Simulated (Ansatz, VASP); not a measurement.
KIr in VASP and in Ansatz

INCAR

```
PREC = Accurate
ENCUT = 520
EDIFF = 1E-6
ISMEAR = -1
SIGMA = 0.05
LREAL = F
LASPH = T
NELM = 150
ALGO = Normal
ISIF = 2
LWAVE = F
LCHARG = F
MAGMOM = 0 0 0 0 0 0
LORBIT = 11
LSORBIT = T
GGA_COMPAT = F
LORBMOM = T
LMAXMIX = 4
GGA = CA
NBANDS = 30
```

KPOINTS

```
Automatic mesh
0
Gamma
  10 10 10
```

The input POSCAR:

```
KIr
1.0
    3.4457357822      0.0000000000      0.0000000000
    0.0000000000      3.4457357822      0.0000000000
    0.0000000000      0.0000000000      3.4457357822
K Ir
1 1
Direct
    0.0000000000      0.0000000000      0.0000000000
    0.5000000000      0.5000000000      0.5000000000
```

Input for Ansatz:

```yaml
crystal:
  lattice:
    - [3.4457357822, 0.0, 0.0]
    - [0.0, 3.4457357822, 0.0]
    - [0.0, 0.0, 3.4457357822]
  atoms:
    - { symbol: K, position: [0.0, 0.0, 0.0] }
    - { symbol: Ir, position: [0.5, 0.5, 0.5] }
kpoints:
  mp_grid: { grid: [10, 10, 10] }
  band_path:
    path:
      - [0.0, 0.0, 0.0]
      - [0.0, 0.5, 0.0]
      - [0.5, 0.5, 0.0]
      - [0.0, 0.0, 0.0]
      - [0.5, 0.5, 0.5]
      - [0.0, 0.5, 0.0]
      - [0.5, 0.5, 0.5]
      - [0.5, 0.5, 0.0]
    npoints: 8
scf:
  occupations: { method: fermi_dirac, width: 0.05 }
hamiltonian:
  xc: lda
  pseudopotentials: { kind: all_electron, lapw: { basis_error: 0.0005 } }
output:
  forces: true
  stress: true
  eigenvalues: true
magnetization:
  noncollinear: true
  spin_orbit: true
```

Alike in both runs: task single point; functional LDA; k mesh 10 × 10 × 10; occupations fermi-dirac, width 0.05 eV; non-collinear spin, spin-orbit coupling.

|  | VASP | Ansatz |
| --- | --- | --- |
| version | VASP 6.6.1 | Ansatz 0.2.0 |
| potentials or method | VASP PAW LDA potentials, release 64 (K_sv, Ir), cutoff 520 eV | all-electron LAPW |

```csv
,VASP,Ansatz,Ansatz less VASP
pressure (GPa),1.8,1.3,-0.52
```

LDA's correlation is that of Perdew and Zunger in VASP and of Perdew and Wang (1992) in Ansatz. Ansatz ran all-electron here, and VASP with PAW potentials.
